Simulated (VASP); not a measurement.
Here is a VASP 6.6.1 calculation.

INCAR

```
SYSTEM = Zn
PREC = Accurate ; ENCUT = 520
EDIFF = 1E-6 ; ISMEAR = -1
SIGMA = 0.06122561905347299 ; LREAL = .FALSE.
LASPH = .TRUE. ; NELM = 80
ALGO = Normal ; ISIF = 2
LWAVE = .FALSE. ; LCHARG = .FALSE.
GGA = PE ; NBANDS = 12
```

Contents of KPOINTS:

```
regular mesh
0
G
  48 48 48
  0 0 0
```

File POSCAR:

```
Zn
1.0
    0.0000000000      1.9239579044      1.9239579044
    1.9239579044      0.0000000000      1.9239579044
    1.9239579044      1.9239579044      0.0000000000
Zn
1
Direct
    0.0000000000      0.0000000000      0.0000000000
```

Potentials or basis: VASP PAW PBE potentials, release 64 (Zn).

Launch:

```sh
$ cat potpaw_PBE.64/Zn/POTCAR > POTCAR
$ mpirun -np 1 vasp_std > vasp.out
```

**Question.** Estimate the band gap on the k mesh.

**Answer.** Zero (band 6 reaches 5.84 eV, above the bottom of band 7 at 2.27 eV).

**Question.** What does it give for the pressure?

**Answer.** 5.6 GPa.
